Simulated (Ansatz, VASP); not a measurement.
## MgO: VASP beside Ansatz

```xyz
4
Lattice="3.4648 0.0000 0.0000 -1.7324 3.0006 0.0000 0.0000 0.0000 4.2388" Properties=species:S:1:pos:R:3 pbc="T T T"
Mg    1.7324    1.0002    3.1791
Mg    0.0000    2.0004    1.0597
O     1.7324    1.0002    1.0597
O     0.0000    2.0004    3.1791
```

Alike in both runs: task single point; functional PBE; k mesh 9 × 9 × 6; occupations gaussian, width 0.05 eV; no spin polarisation.

|  | VASP | Ansatz |
| --- | --- | --- |
| version | VASP 6.6.1 | Ansatz 0.2.0 |
| potentials or method | VASP PAW PBE potentials, release 64 (Mg, O), cutoff 520 eV | scalar-relativistic, plane waves, PAW |
| valence electrons in the cell | 16 | 32 |

```tsv
	VASP	Ansatz	Ansatz less VASP
gap on the k mesh at the Fermi level (eV)	3.40	3.42	+0.021
least direct gap on the mesh (eV)	3.40	3.42	+0.021
pressure (GPa)	3.7	4.3	+0.56
traceless stress, the component that is largest in VASP (GPa)	-1.89	-1.75	+0.138
```

VASP's potentials hold 16 valence electrons a cell and Ansatz's 32, so a difference there can come from the potentials and not from the codes.
